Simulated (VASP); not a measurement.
A run of VASP 6.6.1 is set up as follows.

Contents of POSCAR:

```
Ge
1.0
    3.9956487028      0.0000000000      0.0000000000
   -1.9978243514      3.4603332812      0.0000000000
    0.0000000000      0.0000000000      6.7017516448
Ge
4
Direct
    0.6666666667      0.3333333333      0.0637227378
    0.3333333333      0.6666666667      0.5637227378
    0.6666666667      0.3333333333      0.4362772622
    0.3333333333      0.6666666667      0.9362772622
```

The input INCAR.step1:

```
SYSTEM = Ge
ALGO = Normal
EDIFF = 1E-4
ENCUT = 520
GGA = PE
ISMEAR = 0
LASPH = .TRUE.
LCHARG = .FALSE.
LREAL = .FALSE.
LWAVE = .TRUE.
NBANDS = 36
NELM = 60
PREC = Accurate
SIGMA = 0.01
```

The input INCAR.step2:

```
SYSTEM = Ge
ALGO = Normal
EDIFF = 1E-6
ENCUT = 520
ISIF = 2
ISMEAR = 0
ISTART = 1
LASPH = .TRUE.
LCHARG = .FALSE.
LMIXTAU = .TRUE.
LREAL = .FALSE.
LWAVE = .FALSE.
METAGGA = R2SCAN
NBANDS = 36
NELM = 60
PREC = Accurate
SIGMA = 0.01
```

The input KPOINTS:

```
k-points
0
G
  12 12 6
  0 0 0
```

Potentials or basis: VASP PAW PBE potentials, release 64 (Ge_d).

Launch:

```console
$ cat potpaw_PBE.64/Ge_d/POTCAR > POTCAR
$ cp INCAR.step1 INCAR
$ mpirun -np 1 vasp_std > vasp.out
$ cp INCAR.step2 INCAR
$ mpirun -np 1 vasp_std > vasp.out
```

(1) Estimate the band gap on the k mesh.

(2) Estimate the pressure.

## Answers

(1) 0.01 eV, direct.

(2) -1.0 GPa.

Caveat: the PAW data sets were made with another functional, which shifts forces and pressure a little.
